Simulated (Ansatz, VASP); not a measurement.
One calculation of Cu5Mo, two programs

```
Cu Mo
1.0
     2.64028    0.00000    0.00000
    -1.32014    2.28655    0.00000
     0.00000    0.00000   12.70583
Cu Mo
5 1
Cartesian
  1.3201 0.7622 10.4501
  0.0000 0.0000 8.3921
  1.3201 0.7622 6.3529
  0.0000 0.0000 4.3138
  1.3201 0.7622 2.2557
  0.0000 0.0000 0.0000
```

Change from the starting cell: species swapped into the Ca5Mg type (P-6m2, No. 187).

Alike in both runs: task single point; functional PBE; k mesh 6 × 6 × 2; occupations gaussian, width 0.1 eV; no spin polarisation.

|  | VASP | Ansatz |
| --- | --- | --- |
| version | VASP 6.6.1 | Ansatz 0.2.0 |
| potentials or method | VASP PAW PBE potentials, release 64 (Cu, Mo_sv), cutoff 600 eV | scalar-relativistic, plane waves, PAW |
| valence electrons in the cell | 69 | 109 |

```tsv
	VASP	Ansatz	Ansatz less VASP
gap on the k mesh at the Fermi level (eV)	none	none	-
pressure (GPa)	0.5	-0.1	-0.58
traceless stress, the component that is largest in VASP (GPa)	-0.13	-0.17	-0.044
```

A gap of «none» marks a metal or a gap that the smearing closes. With one functional, cell and mesh, what is left measures potentials, basis and numerics. VASP's potentials hold 69 valence electrons a cell and Ansatz's 109, so a difference there can come from the potentials and not from the codes.

The k mesh is coarse, so the values compare programs but aren't converged.
